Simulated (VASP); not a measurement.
# Sb (I4/mmm) in VASP: a series of runs

Runs on Sb. Level: PBEsol. Tasks: single point.

Program: VASP 6.6.1. These are calculated values, not measurements. Logs are shortened: lines on timing, memory, paths and dates and some standing lists are left out, and cuts for length are marked.

### Step 1. The cell of the first run

Symmetry: I4/mmm, No. 139, tetragonal system. Conventional cell: a = 3.010 Å, b = 3.010 Å, c = 4.811 Å, α = 90.00°, β = 90.00°, γ = 90.00°. Within 4.0 Å of Sb (site symmetry 4/mmm) lie 12 Sb at 3.01 to 3.21 Å.

### Step 2. Single point, PBEsol (zz strain of -3 %)

The input, INCAR:

```
SYSTEM = Sb
PREC = Accurate ; ENCUT = 520
EDIFF = 1E-6 ; ISMEAR = -1
SIGMA = 0.05 ; LREAL = .FALSE.
LASPH = .TRUE. ; NELM = 60
ALGO = Normal ; ISIF = 2
LWAVE = .FALSE. ; LCHARG = .FALSE.
GGA = PS ; NBANDS = 8
```

The input, KPOINTS:

```
Automatic mesh
0
G
  19 19 19
  0 0 0
```

The input, POSCAR:

```
Sb
1.0
   -1.5050000000      1.5050000000      2.4056000000
    1.5050000000     -1.5050000000      2.4056000000
    1.5050000000      1.5050000000     -2.4056000000
Sb
1
Direct
    0.0000000000      0.0000000000      0.0000000000
```

Potentials or basis: VASP PAW PBE potentials, release 64 (Sb).

Started as:

```sh
$ cat potpaw_PBE.64/Sb/POTCAR > POTCAR
$ mpirun -np 1 vasp_std > vasp.out
```

OUTCAR:

```text
SYSTEM = Sb
   PREC = Accurate
   ENCUT = 520
   EDIFF = 1E-6
   ISMEAR = -1
   LREAL = .FALSE.
   LASPH = .TRUE.
   NELM = 60
   ISIF = 2
   GGA = PS

 ion  position               nearest neighbor table
   1  0.000  0.000  0.000-

  LATTYP: Found a body centered tetragonal cell.
 ALAT       =     3.0100000000
 C/A-ratio  =     1.5984053156

  Lattice vectors:

 A1 = (  -1.5050000000,   1.5050000000,   2.4056000000)
 A2 = (   1.5050000000,  -1.5050000000,   2.4056000000)
 A3 = (   1.5050000000,   1.5050000000,  -2.4056000000)

Analysis of symmetry for initial positions (statically):
=====================================================================
 Subroutine PRICEL returns:
 Original cell was already a primitive cell.

 Routine SETGRP: Setting up the symmetry group for a
 body centered tetragonal supercell.

 Subroutine GETGRP returns: Found 16 space group operations
 (whereof 16 operations were pure point group operations)
 out of a pool of 16 trial point group operations.

The static configuration has the point symmetry D_4h.

Analysis of symmetry for dynamics (positions and initial velocities):
=====================================================================
 Subroutine PRICEL returns:
 Original cell was already a primitive cell.

 Routine SETGRP: Setting up the symmetry group for a
 body centered tetragonal supercell.

 Subroutine GETGRP returns: Found 16 space group operations
 (whereof 16 operations were pure point group operations)
 out of a pool of 16 trial point group operations.

The dynamic configuration has the point symmetry D_4h.

 Subroutine INISYM returns: Found 16 space group operations
 (whereof 16 operations are pure point group operations),
 and found     1 'primitive' translations

----------------------------------------------------------------------------------------

                                     Primitive cell

  volume of cell :      21.7950

  direct lattice vectors                    reciprocal lattice vectors
    -1.505000000  1.505000000  2.405600000     0.000000000  0.332225914  0.207848354
     1.505000000 -1.505000000  2.405600000     0.332225914  0.000000000  0.207848354
     1.505000000  1.505000000 -2.405600000     0.332225914  0.332225914  0.000000000

  length of vectors
     3.212002702  3.212002702  3.212002702     0.391886458  0.391886458  0.469838393

  position of ions in fractional coordinates (direct lattice)
     0.000000000  0.000000000  0.000000000

  ion indices of the primitive-cell ions
   primitive index   ion index
                 1           1

----------------------------------------------------------------------------------------

 KPOINTS: Automatic mesh

Automatic generation of k-mesh.
 Grid dimensions read from file:
 generate k-points for:   19   19   19

 Generating k-lattice:

  Cartesian coordinates                     Fractional coordinates (reciprocal lattice)
     0.000000000  0.017485574  0.010939387     0.052631579  0.000000000  0.000000000
     0.017485574  0.000000000  0.010939387     0.000000000  0.052631579  0.000000000
     0.017485574  0.017485574  0.000000000     0.000000000  0.000000000  0.052631579

  Length of vectors
     0.020625603  0.020625603  0.024728336

  Shift w.r.t. Gamma in fractional coordinates (k-lattice)
     0.000000000  0.000000000  0.000000000

 Subroutine IBZKPT returns following result:
 ===========================================

 Found    550 irreducible k-points:

 Following reciprocal coordinates:
            Coordinates               Weight
  0.000000  0.000000  0.000000      1.000000
  0.052632 -0.000000  0.000000      8.000000
  0.105263 -0.000000  0.000000      8.000000
  0.157895 -0.000000  0.000000      8.000000
  0.210526 -0.000000  0.000000      8.000000
  0.263158 -0.000000  0.000000      8.000000
[... 16 lines left out ...]
 -0.315789  0.052632 -0.000000     16.000000
 -0.263158  0.052632 -0.000000     16.000000
 [... further k-points ...]
   k-points           NKPTS =    550   k-points in BZ     NKDIM =    550   number of bands    NBANDS=      8
   number of dos      NEDOS =    301   number of ions     NIONS =      1
   total plane-waves  NPLWV =  13824
   dimension x,y,z NGX =    24 NGY =   24 NGZ =   24
   dimension x,y,z NGXF=    48 NGYF=   48 NGZF=   48
   ions per type =               1
   NGX,Y,Z   is equivalent  to a cutoff of  12.42, 12.42, 12.42 a.u.
   NGXF,Y,Z  is equivalent  to a cutoff of  24.84, 24.84, 24.84 a.u.
 SYSTEM =  Sb
   PREC   = accura    normal or accurate (medium, high low for compatibility)
   ISTART =      0    job   : 0-new  1-cont  2-samecut
   ICHARG =      2    charge: 1-file 2-atom 10-const
   ISPIN  =      1    spin polarized calculation?
   LNONCOLLINEAR =      F non collinear calculations
   LSORBIT =      F    spin-orbit coupling
   LASPH  =      T    aspherical Exc in radial PAW
   ENCUT  =  520.0 eV  38.22 Ry    6.18 a.u.   5.97  5.97  5.97*2*pi/ulx,y,z
   NELM   =     60;   NELMIN=  2; NELMDL= -5     # of ELM steps
   EDIFF  = 0.1E-05   stopping-criterion for ELM
   LREAL  =      F    real-space projection
   EDIFFG = 0.1E-04   stopping-criterion for IOM
   NSW    =      0    number of steps for IOM
   IBRION =     -1    ionic relax: 0-MD 1-quasi-New 2-CG
   NFREE  =      0    steps in history (QN), initial steepest desc. (CG)
   ISIF   =      2    stress and relaxation
   ISYM   =      2    0-nonsym 1-usesym 2-fastsym
   POTIM  = 0.5000    time-step for ionic-motion
   TEBEG  =    0.0;   TEEND  =   0.0 temperature during run
   PSTRESS=    0.0 pullay stress
   NELECT =       5.0000    total number of electrons
   NUPDOWN=      -1.0000    fix difference up-down
   EMIN   =  10.00;   EMAX   =-10.00  energy-range for DOS
   EFERMI =   0.00;   METHOD = LEGACY
   ISMEAR =    -1;   SIGMA  =   0.05  broadening in eV -4-tet -1-fermi 0-gaus
   EFERMI_NEDOS =   21; number of points for ismear=-14 and -15
   IALGO  =     38    algorithm
   IMIX   =      4    mixing-type and parameters
     AMIX     =   0.40;   BMIX     =  1.00
     AMIX_MAG =   1.60;   BMIX_MAG =  1.00
  volume/ion in A,a.u.               =      21.79       147.08
  Fermi-wavevector in a.u.,A,eV,Ry     =   1.002181  1.893847 13.665231  1.004366
  Thomas-Fermi vector in A             =   2.134651
   LORBIT       =      0    0 simple, 1 ext, 2 COOP (PROOUT), +10 PAW based schemes
   GGA     = PS    functional components
   LHFCALC =     F    Hartree Fock is set to
   AEXX    =    0.0000 exact exchange contribution
   IVDW    =     0    specifies the selected vdW correction
   LEPSILON=     F    determine dielectric tensor
   LRPA    =     F    only Hartree local field effects (RPA)
 non-spin polarized calculation
  energy-cutoff  :      520.00
  volume of cell :       21.79
 maximum number of plane-waves:       614
   NGX = 11   NGY = 11   NGZ = 11

 number of electron       5.0000000 magnetization

 Free energy of the ion-electron system (eV)
  ---------------------------------------------------
  ext. energy  EPLUGINS =         0.00000000
  ---------------------------------------------------
  free energy    TOTEN  =        -4.08499690 eV

  energy without entropy =       -4.08093317  energy(sigma->0) =       -4.08296503

 E-fermi :  11.4422     XC(G=0): -11.2695

 val. band max:       11.4275341127   @ k =  -0.4211   0.2632   0.0526
 cond. band min:      11.4425914405   @ k =  -0.4211   0.4211   0.0526
 fundamental gap:      0.0150573278
 Fermi energy:        11.4422078116

 k-point     1 :       0.0000    0.0000    0.0000
  band No.  band energies     occupation
      1      -3.4011      2.00000
      2      18.3705      0.00000
      3      18.4130      0.00000
      4      18.4130      0.00000
      5      21.7576      0.00000
      6      21.7704      0.00000
      7      22.5637      0.00000
      8      22.5637      0.00000

 k-point     2 :       0.0526   -0.0000    0.0000
  band No.  band energies     occupation
      1      -3.3342      2.00000
      2      17.6315      0.00000
      3      18.1845      0.00000
      4      18.3563      0.00000
      5      21.1667      0.00000
      6      22.1258      0.00000
      7      22.7044      0.00000
      8      23.2801      0.00000

 k-point     3 :       0.1053   -0.0000    0.0000
  band No.  band energies     occupation
      1      -3.1334      2.00000
      2      15.9577      0.00000
      3      17.7005      0.00000
      4      18.2114      0.00000
      5      20.8061      0.00000
      6      22.1860      0.00000
      7      23.0950      0.00000
      8      23.3151      0.00000

 k-point     4 :       0.1579   -0.0000    0.0000
  band No.  band energies     occupation
      1      -2.7989      2.00000
      2      14.0401      0.00000
      3      17.0980      0.00000
      4      18.0294      0.00000
      5      20.5450      0.00000
      6      21.7212      0.00000
      7      23.6525      0.00000
      8      23.9868      0.00000

 k-point     5 :       0.2105   -0.0000    0.0000
  band No.  band energies     occupation
      1      -2.3314      2.00000
      2      12.1031      0.00000
      3      16.4839      0.00000
      4      17.8536      0.00000
      5      20.2696      0.00000
      6      21.3153      0.00000
      7      24.1500      0.00000
      8      24.8813      0.00000
[... 177 lines left out ...]
 k-point    22 :      -0.3684    0.0526   -0.0000
  band No.  band energies     occupation
      1      -0.3517      2.00000
      2       7.3131      2.00000
      3      14.8098      0.00000
      4      17.2722      0.00000
      5      19.6968      0.00000
      6      21.1179      0.00000
      7      22.7295      0.00000
      8      24.1911      0.00000

 k-point    23 :      -0.3158    0.0526   -0.0000
  band No.  band energies     occupation
      1      -1.1612      2.00000
      2       8.9903      2.00000
      3      15.1669      0.00000
      4      17.4116      0.00000
      5      19.9977      0.00000
      6      21.5278      0.00000
      7      22.7996      0.00000
      8      24.6461      0.00000

 k-point    24 :      -0.2632    0.0526   -0.0000
  band No.  band energies     occupation
      1      -1.8519      2.00000
      2      10.7913      2.00000
      3      15.6251      0.00000
      4      17.5738      0.00000
      5      20.3047      0.00000
      6      21.8822      0.00000
      7      23.1664      0.00000
      8      24.1213      0.00000

 [... further k-points ...]
[... 5 lines left out ...]
  --------------------------------------------------------------------------------------
  -------------------------------------------------------------------------------------
  Total        2.6420238      2.6420238      2.6060976      0.0000000      0.0000000      0.0000000
  in kB      194.2186382    194.2186382    191.5776511      0.0000000      0.0000000      0.0000000
  external PRESSURE =     193.3383092 kB  Pullay stress =       0.0000000 kB

 VOLUME and BASIS-vectors are now :
 -----------------------------------------------------------------------------
  energy-cutoff  :      520.00
  volume of cell :       21.79
      direct lattice vectors                 reciprocal lattice vectors
    -1.505000000  1.505000000  2.405600000     0.000000000  0.332225914  0.207848354
     1.505000000 -1.505000000  2.405600000     0.332225914  0.000000000  0.207848354
     1.505000000  1.505000000 -2.405600000     0.332225914  0.332225914  0.000000000

 POSITION                                       TOTAL-FORCE (eV/Angst)
 -----------------------------------------------------------------------------------
      0.00000      0.00000      0.00000         0.000000      0.000000     -0.000000
 -----------------------------------------------------------------------------------
    total drift:                                0.000000     -0.000000      0.000000

  FREE ENERGIE OF THE ION-ELECTRON SYSTEM (eV)
  ---------------------------------------------------
  free  energy   TOTEN  =        -4.0849968972 eV

  energy  without entropy=       -4.0809331693  energy(sigma->0) =       -4.08296503
```

Wall time 18 s (1 thread of Intel Xeon 6975P-C (Granite Rapids), shared host); peak memory 0.21 GiB.

Results:

```yaml
Free_energy: -4.0850 eV
Pressure: 19.3 GPa
```

Stress tensor (GPa, compression positive):
```
19.42  0.00  0.00
 0.00 19.42  0.00
 0.00  0.00 19.16
```

Levels at points of the mesh, in eV from the Fermi level:
```csv
k point,band 1,band 2,band 3,band 4,band 5,band 6,band 7
"(0.00, 0.00, 0.00)",-14.84,6.93,6.97,6.97,10.32,10.33,11.12
```

Caveat: the cell differs from its parent crystal (zz strain of -3 %); the PAW data sets were made with another functional, which shifts forces and pressure a little; spin-orbit coupling is left out, which moves the levels of the heavy elements.

### Step 3. Single point, PBEsol (volume scaled by 0.975)

The input, INCAR:

```
ALGO = Normal ; EDIFF = 1E-6
ENCUT = 520 ; GGA = PS
ISIF = 2 ; ISMEAR = -1
LASPH = True ; LCHARG = True
LELF = True ; LREAL = False
LVHAR = True ; LWAVE = False
NBANDS = 8 ; NELM = 100
PREC = Accurate ; SIGMA = 0.05
```

The input, KPOINTS:

```
k-points
0
Gamma
  19 19 19
```

The input, POSCAR:

```
Sb
1.0
   -1.4923523432      1.4923523432      2.4591586785
    1.4923523432     -1.4923523432      2.4591586785
    1.4923523432      1.4923523432     -2.4591586785
Sb
1
Direct
    0.0000000000      0.0000000000      0.0000000000
```

Potentials or basis: VASP PAW PBE potentials, release 64 (Sb).

Started as:

```sh
$ cat potpaw_PBE.64/Sb/POTCAR > POTCAR
$ mpirun -np 1 vasp_std > vasp.out
```

Wall time 19 s (1 thread of Intel Xeon 6975P-C (Granite Rapids), shared host); peak memory 0.21 GiB.

Results (log left out):

```yaml
Free_energy: -4.0944 eV
Pressure: 18.9 GPa
```

Stress tensor (GPa, compression positive):
```
19.78  0.00  0.00
 0.00 19.78  0.00
 0.00  0.00 17.08
```

Levels at points of the mesh, in eV from the Fermi level:
```csv
k point,band 1,band 2,band 3,band 4,band 5
"(0.00, 0.00, 0.00)",-14.82,6.69,6.93,6.93,10.22
```

Caveat: the PAW data sets were made with another functional, which shifts forces and pressure a little; spin-orbit coupling is left out, which moves the levels of the heavy elements.

### Step 4. Single point, PBEsol (volume scaled by 0.98)

The input, INCAR:

```
PREC = Accurate ; ENCUT = 520
EDIFF = 1E-6 ; ISMEAR = -1
SIGMA = 0.05 ; LREAL = F
LASPH = T ; NELM = 80
ALGO = Normal ; ISIF = 2
LWAVE = F ; LCHARG = T
GGA = PS ; LELF = T
LVHAR = T ; NBANDS = 8
```

The input, KPOINTS:

```
regular mesh
0
Gamma
  19 19 19
```

The input, POSCAR:

```
Sb
1.0
   -1.4948990245      1.4948990245      2.4633552032
    1.4948990245     -1.4948990245      2.4633552032
    1.4948990245      1.4948990245     -2.4633552032
Sb
1
Direct
    0.0000000000      0.0000000000      0.0000000000
```

Started as:

```sh
$ cat potpaw_PBE.64/Sb/POTCAR > POTCAR
$ mpirun -np 1 vasp_std > vasp.out
```

It took 19 s on 1 thread of Intel Xeon 6975P-C (Granite Rapids), shared host; peak memory 0.21 GiB.

Results (log left out):

```
Free energy : -4.1073 eV
Pressure    : 18.1 GPa
```

Stress tensor (GPa, compression positive):
```
19.00  0.00  0.00
 0.00 19.00  0.00
 0.00  0.00 16.40
```

Levels at points of the mesh, in eV from the Fermi level:
| k point | band 1 | band 2 | band 3 | band 4 | band 5 | band 6 |
| --- | --- | --- | --- | --- | --- | --- |
| (0.00, 0.00, 0.00) | -14.77 | 6.64 | 6.88 | 6.88 | 10.20 | 10.40 |

Caveat: the PAW data sets were made with another functional, which shifts forces and pressure a little; spin-orbit coupling is left out, which moves the levels of the heavy elements.

[end of part 1 of 2]
